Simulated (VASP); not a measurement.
# B13P10 in VASP: a series of runs

B13P10 is run at these levels: PBE; tasks: single point.

Everything below comes from runs of VASP 6.6.1. Logs are shortened: lines on timing, memory, paths and dates and some standing lists are left out, and cuts for length are marked.

## Step 1: The cell of the first run

The cell holds an amorphous packing of atoms, 23 atoms: a = 6.569 Å, b = 6.742 Å, c = 7.050 Å, α = 87.76°, β = 92.86°, γ = 88.53°.

## Step 2: Single point, PBE

Input file INCAR:

```
SYSTEM = B13P10
PREC = Accurate ; ENCUT = 520
EDIFF = 1E-7 ; ISMEAR = -1
SIGMA = 0.05 ; LREAL = Auto
LASPH = .TRUE. ; NELM = 80
ALGO = Normal ; ISIF = 2
LWAVE = .FALSE. ; LCHARG = .FALSE.
GGA = PE ; NBANDS = 62
ISYM = 0
```

Input file KPOINTS:

```
Automatic mesh
0
Gamma
  1 1 1
  0.25 0.25 0.25
```

Input file POSCAR:

```
B13P10
1.0
    6.5660210000      0.0873340000     -0.1704000000
    0.0873340000      6.7396190000      0.1358200000
   -0.1704000000      0.1358200000      7.0462260000
P B
10 13
Direct
    0.6756074641      0.5721000150      0.2561947187
    0.7361078538      0.9786157821      0.2708160628
    0.9381133115     -0.0343795343      0.5443732484
    0.5591781828      0.7365045019      0.8685245010
    0.6632855165      0.2012103133      0.6546662663
    0.3233665588      0.5876656903      0.5051925538
    0.2360022188      0.0414622794      0.9581138004
    0.0668476165      0.6915918135      0.9849256657
    0.2531492553      0.2746869082      0.3074168579
    0.6966859420      0.2850775083      0.1018983861
    0.8395439550      0.3163792786      0.8509090762
    0.8341436969      0.5150291754      0.5079846748
    0.2546991478      0.4537561340      0.7539805815
    0.7862076063      0.7699484966      0.0816803735
    0.0846369618      0.2624966725      0.8056159198
    0.7420853330      0.5617763868      0.7130754636
    0.3682678146      0.2665214265      0.5692816120
    0.4393279790      0.4109746888      0.1410610312
    0.4432088372      0.9987761907      0.7550273017
    0.3384154754      0.5489208499      0.9584481916
    0.2107517281      0.0773053347      0.6652385949
   -0.0135188405      0.5065807975      0.7870054957
    0.0603220327      0.4542729965      0.4389038211
```

Potentials or basis: VASP PAW PBE potentials, release 64 (P, B).

The run is started by

```
$ cat potpaw_PBE.64/P/POTCAR potpaw_PBE.64/B/POTCAR > POTCAR
$ mpirun -np 1 vasp_std > vasp.out
```

OUTCAR:

```text
SYSTEM = B13P10
   PREC = Accurate
   ENCUT = 520
   EDIFF = 1E-7
   ISMEAR = -1
   LREAL = Auto
   LASPH = .TRUE.
   NELM = 80
   ISIF = 2
   GGA = PE
   ISYM = 0

 ion  position               nearest neighbor table
   1  0.676  0.572  0.256-  14 1.96  12 2.03  18 2.07  10 2.26   2 2.78
   2  0.736  0.979  0.271-  14 2.01   3 2.28  10 2.35   1 2.78
   3  0.938  0.966  0.544-  21 2.11   2 2.28   5 2.54
   4  0.559  0.737  0.869-  19 2.03  16 2.05  20 2.06  14 2.09
   5  0.663  0.201  0.655-  11 1.96  17 2.03  19 2.14  16 2.54   3 2.54
   6  0.323  0.588  0.505-  23 2.01  13 2.02  17 2.20   9 2.61
   7  0.236  0.041  0.958-  15 2.01  19 2.05  21 2.07   8 2.64
   8  0.067  0.692  0.985-  22 1.97  20 2.03  14 2.06   7 2.64
   9  0.253  0.275  0.307-  18 1.96  17 1.96  23 2.01   6 2.61
  10  0.697  0.285  0.102-  18 1.91  11 2.05   1 2.26   2 2.35
  11  0.840  0.316  0.851-  22 1.69  15 1.69   5 1.96  16 1.96  10 2.05
  12  0.834  0.515  0.508-  16 1.63  23 1.63   1 2.03  22 2.16
  13  0.255  0.454  0.754-  20 1.67  15 1.77  22 1.82  17 2.01   6 2.02
  14  0.786  0.770  0.082-   1 1.96   2 2.01   8 2.06   4 2.09
  15  0.085  0.262  0.806-  11 1.69  22 1.75  13 1.77  21 1.83   7 2.01
  16  0.742  0.562  0.713-  12 1.63  22 1.69  11 1.96   4 2.05   5 2.54
  17  0.368  0.267  0.569-  21 1.80   9 1.96  13 2.01   5 2.03   6 2.20
  18  0.439  0.411  0.141-  20 1.66  10 1.91   9 1.96   1 2.07
  19  0.443  0.999  0.755-  21 1.69   4 2.03   7 2.05   5 2.14
  20  0.338  0.549  0.958-  18 1.66  13 1.67   8 2.03   4 2.06
  21  0.211  0.077  0.665-  19 1.69  17 1.80  15 1.83   7 2.07   3 2.11
  22  0.986  0.507  0.787-  11 1.69  16 1.69  15 1.75  13 1.82   8 1.97  12 2.16
  23  0.060  0.454  0.439-  12 1.63   6 2.01   9 2.01

IMPORTANT INFORMATION: All symmetrisations will be switched off!
NOSYMM: (Re-)initialisation of all symmetry stuff for point group C_1.

----------------------------------------------------------------------------------------

                                     Primitive cell

  volume of cell :     311.4384

  direct lattice vectors                    reciprocal lattice vectors
     6.566021000  0.087334000 -0.170400000     0.152423194 -0.002050225  0.003725594
     0.087334000  6.739619000  0.135820000    -0.002050225  0.148461577 -0.002911262
    -0.170400000  0.135820000  7.046226000     0.003725594 -0.002911262  0.142066157

  length of vectors
     6.568812310  6.741553127  7.049594604     0.152482503  0.148504271  0.142144815

  position of ions in fractional coordinates (direct lattice)
     0.675607464  0.572100015  0.256194719
     0.736107854  0.978615782  0.270816063
     0.938113311  0.965620466  0.544373248
     0.559178183  0.736504502  0.868524501
     0.663285516  0.201210313  0.654666266
     0.323366559  0.587665690  0.505192554
[... 15 lines left out ...]
     0.986481160  0.506580797  0.787005496
     0.060322033  0.454272997  0.438903821

  ion indices of the primitive-cell ions
   primitive index   ion index
                 1           1
                 2           2
                 3           3
                 4           4
                 5           5
                 6           6
[... 15 lines left out ...]
                22          22
                23          23

----------------------------------------------------------------------------------------

 KPOINTS: Automatic mesh

Automatic generation of k-mesh.
 Grid dimensions read from file:
 generate k-points for:    1    1    1

 Generating k-lattice:

  Cartesian coordinates                     Fractional coordinates (reciprocal lattice)
     0.152423194 -0.002050225  0.003725594     1.000000000 -0.000000000 -0.000000000
    -0.002050225  0.148461577 -0.002911262     0.000000000  1.000000000  0.000000000
     0.003725594 -0.002911262  0.142066157    -0.000000000  0.000000000  1.000000000

  Length of vectors
     0.152482503  0.148504271  0.142144815

  Shift w.r.t. Gamma in fractional coordinates (k-lattice)
     0.250000000  0.250000000  0.250000000

 Subroutine IBZKPT returns following result:
 ===========================================

 Found      1 irreducible k-points:

 Following reciprocal coordinates:
            Coordinates               Weight
  0.250000  0.250000  0.250000      2.000000
   k-points           NKPTS =      1   k-points in BZ     NKDIM =      1   number of bands    NBANDS=     62
   number of dos      NEDOS =    301   number of ions     NIONS =     23
   total plane-waves  NPLWV = 135000
   dimension x,y,z NGX =    50 NGY =   50 NGZ =   54
   dimension x,y,z NGXF=   100 NGYF=  100 NGZF=  108
   ions per type =              10  13
   NGX,Y,Z   is equivalent  to a cutoff of  12.65, 12.33, 12.73 a.u.
   NGXF,Y,Z  is equivalent  to a cutoff of  25.31, 24.66, 25.47 a.u.
 SYSTEM =  B13P10
   PREC   = accura    normal or accurate (medium, high low for compatibility)
   ISTART =      0    job   : 0-new  1-cont  2-samecut
   ICHARG =      2    charge: 1-file 2-atom 10-const
   ISPIN  =      1    spin polarized calculation?
   LNONCOLLINEAR =      F non collinear calculations
   LSORBIT =      F    spin-orbit coupling
   LASPH  =      T    aspherical Exc in radial PAW
   ENCUT  =  520.0 eV  38.22 Ry    6.18 a.u.  12.21 12.53 13.11*2*pi/ulx,y,z
   NELM   =     80;   NELMIN=  2; NELMDL= -5     # of ELM steps
   EDIFF  = 0.1E-06   stopping-criterion for ELM
   LREAL  =      T    real-space projection
   EDIFFG = 0.1E-05   stopping-criterion for IOM
   NSW    =      0    number of steps for IOM
   IBRION =     -1    ionic relax: 0-MD 1-quasi-New 2-CG
   NFREE  =      0    steps in history (QN), initial steepest desc. (CG)
   ISIF   =      2    stress and relaxation
   ISYM   =      0    0-nonsym 1-usesym 2-fastsym
   POTIM  = 0.5000    time-step for ionic-motion
   TEBEG  =    0.0;   TEEND  =   0.0 temperature during run
   PSTRESS=    0.0 pullay stress
   NELECT =      89.0000    total number of electrons
   NUPDOWN=      -1.0000    fix difference up-down
   EMIN   =  10.00;   EMAX   =-10.00  energy-range for DOS
   EFERMI =   0.00;   METHOD = LEGACY
   ISMEAR =    -1;   SIGMA  =   0.05  broadening in eV -4-tet -1-fermi 0-gaus
   EFERMI_NEDOS =   21; number of points for ismear=-14 and -15
   IALGO  =     38    algorithm
   IMIX   =      4    mixing-type and parameters
     AMIX     =   0.40;   BMIX     =  1.00
     AMIX_MAG =   1.60;   BMIX_MAG =  1.00
  volume/ion in A,a.u.               =      13.54        91.38
  Fermi-wavevector in a.u.,A,eV,Ry     =   1.078320  2.037728 15.820486  1.162773
  Thomas-Fermi vector in A             =   2.214255
   LORBIT       =      0    0 simple, 1 ext, 2 COOP (PROOUT), +10 PAW based schemes
   GGA     = PE    functional components
   LHFCALC =     F    Hartree Fock is set to
   AEXX    =    0.0000 exact exchange contribution
   IVDW    =     0    specifies the selected vdW correction
   LEPSILON=     F    determine dielectric tensor
   LRPA    =     F    only Hartree local field effects (RPA)
 non-spin polarized calculation
  energy-cutoff  :      520.00
  volume of cell :      311.44
 maximum number of plane-waves:      8371
 NGX is ok and might be reduce to    48
   NGX = 25   NGY = 25   NGZ = 27

 number of electron      88.9999997 magnetization

 Free energy of the ion-electron system (eV)
  ---------------------------------------------------
  ext. energy  EPLUGINS =         0.00000000
  ---------------------------------------------------
  free energy    TOTEN  =      -131.78852627 eV

  energy without entropy =     -131.71880931  energy(sigma->0) =     -131.75366779

 E-fermi :   5.2415     XC(G=0): -10.0136

 val. band max:        5.2414056284   @ k =   0.2500   0.2500   0.2500
 cond. band min:       5.8129676393   @ k =   0.2500   0.2500   0.2500
 fundamental gap:      0.5715620109
 Fermi energy:         5.2414924631

 k-point     1 :       0.2500    0.2500    0.2500
  band No.  band energies     occupation
      1      -9.3946      2.00000
      2      -8.5783      2.00000
      3      -8.1227      2.00000
      4      -7.9363      2.00000
      5      -7.2026      2.00000
      6      -6.7101      2.00000
[... 48 lines left out ...]
     55       8.1809      0.00000
     56       8.5973      0.00000
 [bands above 56 left out]

------------------------ aborting loop because EDIFF is reached ----------------------------------------

  FORCE on cell =-STRESS in cart. coord.  units (eV):
  Direction    XX          YY          ZZ          XY          YZ          ZX
  --------------------------------------------------------------------------------------
  -------------------------------------------------------------------------------------
  Total      -13.2285140    -16.2542229      0.2397853      4.0580667     -3.0860598      4.1727789
  in kB      -68.0533522    -83.6189431      1.2335623     20.8764979    -15.8760626     21.4666281
  external PRESSURE =     -50.1462443 kB  Pullay stress =       0.0000000 kB

 VOLUME and BASIS-vectors are now :
 -----------------------------------------------------------------------------
  energy-cutoff  :      520.00
  volume of cell :      311.44
      direct lattice vectors                 reciprocal lattice vectors
     6.566021000  0.087334000 -0.170400000     0.152423194 -0.002050225  0.003725594
     0.087334000  6.739619000  0.135820000    -0.002050225  0.148461577 -0.002911262
    -0.170400000  0.135820000  7.046226000     0.003725594 -0.002911262  0.142066157

 POSITION                                       TOTAL-FORCE (eV/Angst)
 -----------------------------------------------------------------------------------
      4.44236      3.94954      1.76779         0.553472     -0.771637      0.407430
      4.87262      6.69657      1.91571         0.137473      0.504851     -0.383981
      6.15124      6.66378      3.80707        -0.289622      0.599622     -0.204233
      3.58790      5.13056      6.12457         0.925676      0.176045     -0.623621
      4.26116      1.50293      4.52723         0.070743     -0.786609     -0.440948
      2.08847      4.05750      3.58442        -1.434333     -1.247605      0.654998
[... 15 lines left out ...]
      6.38739      3.60721      5.44613         1.204922      0.054352      0.763977
      0.36096      3.12651      3.14404         1.101776      0.468368     -0.549477
 -----------------------------------------------------------------------------------
    total drift:                                0.008775     -0.000983      0.000102

  FREE ENERGIE OF THE ION-ELECTRON SYSTEM (eV)
  ---------------------------------------------------
  free  energy   TOTEN  =      -131.7885262664 eV

  energy  without entropy=     -131.7188093109  energy(sigma->0) =     -131.75366779
```

It took 37 s on 1 thread of Intel Xeon Platinum 8559C (Emerald Rapids), shared host; peak memory 0.31 GiB.

Results:

```yaml
Free_energy: -131.7885 eV
Pressure: -5.0 GPa
Largest_force: 2.321 eV/Å
```

Forces on the atoms (eV/Å):
```
P    0.553 -0.772  0.407
P    0.137  0.505 -0.384
P   -0.290  0.600 -0.204
P    0.926  0.176 -0.624
P    0.071 -0.787 -0.441
P   -1.434 -1.248  0.655
P    0.142  0.204 -0.460
P   -0.388  0.362 -0.502
P   -0.126  0.313  0.254
P    1.397 -0.695 -0.353
B   -2.001  0.170  1.164
B   -0.356  0.152 -0.877
B   -0.635 -0.181 -1.326
B   -0.020  0.202  0.148
B   -0.006 -0.257  0.447
B   -0.821 -0.561  0.656
B    0.689  0.037  0.211
B   -0.108 -0.127  0.465
B    0.200 -0.507  1.074
B    1.203  1.380  0.066
B   -1.438  0.510 -0.589
B    1.205  0.054  0.764
B    1.102  0.468 -0.549
```

Stress tensor (GPa, compression positive):
```
-6.81  2.09  2.15
 2.09 -8.36 -1.59
 2.15 -1.59  0.12
```

Caveat: the k points lie up to 0.96 Å⁻¹ apart.

[end of part 1 of 2]
